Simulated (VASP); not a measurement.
Wanted: the native input for a VASP 6.6.1 run.

```
Task                   : single point
Functional             : PBE
Potentials or basis    : VASP PAW PBE potentials, release 64 (Ga_d, N)
Cutoff                 : 520 eV
k mesh                 : 13 × 13 × 13
Occupations            : fermi-dirac, width 0.02 eV
Spin                   : non-collinear spin, zero start, spin-orbit coupling
Starting moments       : [[0.0, 0.0, 0.0], [0.0, 0.0, 0.0]] μB
Dipole correction      : no
Further INCAR settings : ALGO = Normal; EDIFF = 1e-06; NBANDS = 30
```

The structure of GaN lies in POSCAR:

```
GaN
1.0
    0.0000000000      1.9925000000      1.9925000000
    1.9925000000      0.0000000000      1.9925000000
    1.9925000000      1.9925000000      0.0000000000
Ga N
1 1
Direct
    0.5000000000      0.5000000000      0.5000000000
    0.0000000000      0.0000000000      0.0000000000
```

The input as run:

INCAR

```
SYSTEM = GaN
PREC = Accurate ; ENCUT = 520
EDIFF = 1E-6 ; ISMEAR = -1
SIGMA = 0.02 ; LREAL = .False.
LASPH = .True. ; NELM = 150
ALGO = Normal ; ISIF = 2
LWAVE = .False. ; LCHARG = .False.
MAGMOM = 0 0 0 0 0 0 ; LORBIT = 11
LSORBIT = .True. ; GGA_COMPAT = .False.
LORBMOM = .True. ; GGA = PE
NBANDS = 30
```

KPOINTS

```
regular mesh
0
Gamma
  13 13 13
  0 0 0
```

Potentials or basis: VASP PAW PBE potentials, release 64 (Ga_d, N).

The run is started by

```bash
$ cat potpaw_PBE.64/Ga_d/POTCAR potpaw_PBE.64/N/POTCAR > POTCAR
$ mpirun -np 1 vasp_ncl > vasp.out
```

It gave:

The pressure is 70.3 GPa, the net moment is 0.00 μB per cell and the valence electrons inside the program's atomic spheres are Ga 12.04; N 3.90.

Caveat: the cell stands under pressure.

Run time: 4.3 min on 1 thread of AMD EPYC 7R13, on a shared host, peak memory 0.21 GiB.
